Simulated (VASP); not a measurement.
# F (C2/m) in VASP: further runs, part 2 of 2

VASP 6.6.1.

## 3. Single point, PBEsol

File INCAR:

```
SYSTEM = F
  PREC = Accurate
  ENCUT = 520
  EDIFF = 1E-6
  ISMEAR = 0
  SIGMA = 0.05
  LREAL = .FALSE.
  LASPH = .TRUE.
  NELM = 100
  ALGO = Normal
  ISIF = 2
  LWAVE = .FALSE.
  LCHARG = .TRUE.
  GGA = PS
  LELF = .TRUE.
  LVHAR = .TRUE.
  NBANDS = 22
```

File KPOINTS:

```
Automatic mesh
0
G
  4 4 2
  0 0 0
```

File POSCAR:

```
F
1.0
    3.0403866183     -1.8631137561     -0.2345008450
    3.0403866183      1.8631137561     -0.2345008450
   -2.2515078544      0.0000000000      7.4469143439
F
4
Direct
    0.0848459664      0.0848459664      0.0940038325
    0.9151540336      0.9151540336      0.9059961675
    0.5015719855      0.5015719855      0.5937195244
    0.4984280145      0.4984280145      0.4062804756
```

Potentials or basis: VASP PAW PBE potentials, release 64 (F).

The run is started by

```console
cat potpaw_PBE.64/F/POTCAR > POTCAR
mpirun -np 1 vasp_std > vasp.out
```

OUTCAR:

```text
SYSTEM = F
   PREC = Accurate
   ENCUT = 520
   EDIFF = 1E-6
   ISMEAR = 0
   LREAL = .FALSE.
   LASPH = .TRUE.
   NELM = 100
   ISIF = 2
   GGA = PS

 ion  position               nearest neighbor table
   1  0.085  0.085  0.094-   2 1.45
   2  0.915  0.915  0.906-   1 1.45
   3  0.502  0.502  0.594-   4 1.45
   4  0.498  0.498  0.406-   3 1.45

  LATTYP: Found a base centered monoclinic cell.
 ALAT       =     6.0988331458
 B/A-ratio  =     0.6109738409
 C/A-ratio  =     1.2756266745
 COS(beta)  =    -0.3621555464

  Lattice vectors:

 A1 = (   3.0403866183,  -1.8631137561,  -0.2345008450)
 A2 = (   3.0403866183,   1.8631137561,  -0.2345008450)
 A3 = (  -2.2515078544,   0.0000000000,   7.4469143439)

Analysis of symmetry for initial positions (statically):
=====================================================================
 Subroutine PRICEL returns:
 Original cell was already a primitive cell.

 Routine SETGRP: Setting up the symmetry group for a
[... 158 lines left out ...]
  free energy    TOTEN  =        -7.74016876 eV

  energy without entropy =       -7.74016876  energy(sigma->0) =       -7.74016876

 E-fermi :  -5.9220     XC(G=0):  -6.5044

 val. band max:       -6.2586730167   @ k =   0.5000   0.5000  -0.0000
 cond. band min:      -3.7885373604   @ k =   0.0000   0.0000   0.0000
 fundamental gap:      2.4701356563
 Fermi energy:        -5.9219731990

 k-point     1 :       0.0000    0.0000    0.0000
  band No.  band energies     occupation
      1     -30.4756      2.00000
      2     -30.3111      2.00000
      3     -24.8124      2.00000
      4     -24.5987      2.00000
      5     -12.4463      2.00000
      6     -11.9332      2.00000
[... 339 lines left out ...]
     21       8.6443      0.00000
     22       8.7141      0.00000

------------------------ aborting loop because EDIFF is reached ----------------------------------------

  FORCE on cell =-STRESS in cart. coord.  units (eV):
  Direction    XX          YY          ZZ          XY          YZ          ZX
  --------------------------------------------------------------------------------------
  -------------------------------------------------------------------------------------
  Total       -0.7518691     -0.2680832     -3.6820189      0.0000000      0.0000000     -0.2483921
  in kB      -14.6192666     -5.2125832    -71.5928069      0.0000000      0.0000000     -4.8297107
  external PRESSURE =     -30.4748856 kB  Pullay stress =       0.0000000 kB

 VOLUME and BASIS-vectors are now :
 -----------------------------------------------------------------------------
  energy-cutoff  :      520.00
  volume of cell :       82.40
      direct lattice vectors                 reciprocal lattice vectors
     3.040386618 -1.863113756 -0.234500845     0.168379230 -0.268367940  0.050907952
     3.040386618  1.863113756 -0.234500845     0.168379230  0.268367940  0.050907952
    -2.251507854  0.000000000  7.446914344     0.010604411  0.000000000  0.137489955

 POSITION                                       TOTAL-FORCE (eV/Angst)
 -----------------------------------------------------------------------------------
      0.30428      0.00000      0.66025        -0.549716      0.000000     -1.173377
      3.52499      0.00000      6.31767         0.549716      0.000000      1.173377
      1.71318      0.00000      4.18614         0.367767      0.000000     -1.260626
      2.11608      0.00000      2.79177        -0.367767      0.000000      1.260626
 -----------------------------------------------------------------------------------
    total drift:                                0.000000      0.000000     -0.000000

  FREE ENERGIE OF THE ION-ELECTRON SYSTEM (eV)
  ---------------------------------------------------
  free  energy   TOTEN  =        -7.7401687592 eV

  energy  without entropy=       -7.7401687592  energy(sigma->0) =       -7.74016876
```

OSZICAR:

```text
N       E                     dE             d eps       ncg     rms          rms(c)
DAV:   1     0.185018686642E+03    0.18502E+03   -0.14877E+04   616   0.114E+03
DAV:   2    -0.281958010269E-01   -0.18505E+03   -0.17779E+03   844   0.276E+02
DAV:   3    -0.938895944351E+01   -0.93608E+01   -0.93117E+01   712   0.624E+01
DAV:   4    -0.945268278280E+01   -0.63723E-01   -0.63712E-01   658   0.589E+00
DAV:   5    -0.945307259667E+01   -0.38981E-03   -0.38980E-03   724   0.450E-01    0.111E+01
DAV:   6    -0.818102013369E+01    0.12721E+01   -0.41895E-01   628   0.642E+00    0.629E+00
DAV:   7    -0.774171612603E+01    0.43930E+00   -0.57716E-01   622   0.710E+00    0.643E-01
DAV:   8    -0.773994549482E+01    0.17706E-02   -0.74503E-02   658   0.192E+00    0.115E-01
DAV:   9    -0.774005073124E+01   -0.10524E-03   -0.88596E-04   688   0.228E-01    0.694E-02
DAV:  10    -0.774016437001E+01   -0.11364E-03   -0.25065E-04   646   0.128E-01    0.247E-02
DAV:  11    -0.774016903357E+01   -0.46636E-05   -0.30279E-05   706   0.551E-02    0.628E-03
DAV:  12    -0.774016875921E+01    0.27436E-06   -0.35449E-06   658   0.176E-02
   1 F= -.77401688E+01 E0= -.77401688E+01  d E =-.178436E-22
```

Run time: 16 s. Hardware: 1 thread of Intel Xeon Platinum 8488C (Sapphire Rapids), shared host; peak memory 0.18 GiB.

Results:

* Free energy: -7.7402 eV
* Pressure: -3.0 GPa
* Largest force: 1.313 eV/Å
* Band gap on the k mesh: 2.47 eV, indirect (least direct gap 2.52 eV)

Forces in eV/Å, atoms in the order of the input:
```
F   -0.550  0.000 -1.173
F    0.550  0.000  1.173
F    0.368  0.000 -1.261
F   -0.368  0.000  1.261
```

Levels at points of the mesh, in eV from the valence-band top:
| k point | band 11 | band 12 | band 13 | band 14 | band 15 | band 16 | band 17 | band 18 |
| --- | --- | --- | --- | --- | --- | --- | --- | --- |
| (0.00, 0.00, 0.00) | -0.25 | -0.15 | -0.07 | -0.05 | 2.47 | 3.16 | 8.72 | 11.11 |
| (0.50, 0.00, 0.00) | -0.32 | -0.23 | -0.22 | -0.11 | 2.83 | 2.93 | 12.45 | 12.59 |
| (0.50, 0.50, 0.00) | -0.30 | -0.25 | -0.16 | 0.00 | 2.78 | 2.94 | 12.97 | 13.27 |
| (0.00, 0.00, 0.50) | -0.23 | -0.15 | -0.10 | -0.06 | 2.76 | 2.86 | 9.48 | 9.51 |
| (0.50, 0.00, 0.50) | -0.39 | -0.26 | -0.15 | -0.05 | 2.67 | 3.06 | 12.34 | 13.18 |
| (0.50, 0.50, 0.50) | -0.33 | -0.20 | -0.17 | -0.08 | 2.83 | 2.93 | 12.67 | 12.77 |

Caveat: the k points lie up to 0.50 Å⁻¹ apart; the PAW data sets were made with another functional, which shifts forces and pressure a little. A k mesh can miss the band edges.

## 4. Single point, PBEsol

This run uses another cell than the first one, of 20.14 Å³/atom, 0.978 times its volume.

File INCAR:

```
PREC = Accurate ; ENCUT = 520
EDIFF = 1E-7 ; ISMEAR = 0
SIGMA = 0.05 ; LREAL = F
LASPH = T ; NELM = 60
ALGO = Normal ; ISIF = 2
LWAVE = F ; LCHARG = F
GGA = PS ; NBANDS = 22
```

File KPOINTS:

```
regular mesh
0
Gamma
  4 4 2
```

File POSCAR:

```
F
1.0
    3.3222626172     -1.7622687485     -0.2562415537
    3.3222626172      1.7622687485     -0.2562415537
   -2.5421318239      0.0000000000      7.0756491283
F
4
Direct
    0.0848459664      0.0848459664      0.0940038325
    0.9151540336      0.9151540336      0.9059961675
    0.5015719855      0.5015719855      0.5937195244
    0.4984280145      0.4984280145      0.4062804756
```

The run is started by

```console
cat potpaw_PBE.64/F/POTCAR > POTCAR
mpirun -np 1 vasp_std > vasp.out
```

Run time: 17 s. Hardware: 1 thread of Intel Xeon Platinum 8488C (Sapphire Rapids), shared host; peak memory 0.18 GiB.

The run converged. Its results:

```
Free energy            : -7.7942 eV
Pressure               : 0.2 GPa
Largest force          : 0.391 eV/Å
Band gap on the k mesh : 3.06 eV, indirect (least direct gap 3.15 eV)
```

Forces in eV/Å, atoms in the order of the input:
```
F    0.186  0.000  0.342
F   -0.186  0.000 -0.342
F   -0.121  0.000  0.372
F    0.121  0.000 -0.372
```

Stress tensor (GPa, compression positive):
```
-0.22  0.00  0.10
 0.00 -0.51  0.00
 0.10  0.00  1.36
```

Levels at points of the mesh, in eV from the valence-band top:
```csv
k point,band 11,band 12,band 13,band 14,band 15,band 16,band 17,band 18
"(0.00, 0.00, 0.00)",-0.36,-0.16,-0.13,-0.09,3.06,3.71,8.52,11.06
"(0.50, 0.00, 0.00)",-0.35,-0.29,-0.28,-0.17,3.42,3.49,12.35,12.48
"(0.50, 0.50, 0.00)",-0.30,-0.24,-0.16,0.00,3.38,3.46,12.43,12.49
"(0.00, 0.00, 0.50)",-0.30,-0.20,-0.15,-0.09,3.33,3.39,9.39,9.40
"(0.50, 0.00, 0.50)",-0.46,-0.33,-0.20,-0.07,3.28,3.60,12.28,13.03
"(0.50, 0.50, 0.50)",-0.32,-0.23,-0.15,-0.09,3.40,3.47,11.93,12.05
```

Caveat: the k points lie up to 0.52 Å⁻¹ apart; the PAW data sets were made with another functional, which shifts forces and pressure a little.

## 5. Summary

| cell | gap on the mesh (eV) | pressure (GPa) | largest force (eV/Å) |
| --- | --- | --- | --- |
| a = 3.620, b = 3.620, c = 7.731 Å, angles 108.7, 108.7, 61.2°, 4 atoms | 2.58 | -2.5 | 1.03 |
| a = 3.574, b = 3.574, c = 7.780 Å, angles 108.0, 108.0, 62.8°, 4 atoms | 2.47 | -3.0 | 1.31 |
| a = 3.769, b = 3.769, c = 7.518 Å, angles 111.2, 111.2, 55.7°, 4 atoms | 3.06 | 0.2 | 0.39 |

Alike in all rows: task single point; level PBEsol; potentials or basis VASP PAW PBE potentials, release 64 (F); no spin polarisation; k mesh 4 × 4 × 2; cutoff (eV) 520; smearing gaussian 0.05 eV.

Caveats: all runs use coarse meshes; the PAW data sets were made with another functional, which shifts forces and pressure a little.

Absolute energies hang on the potentials; compare differences alone.
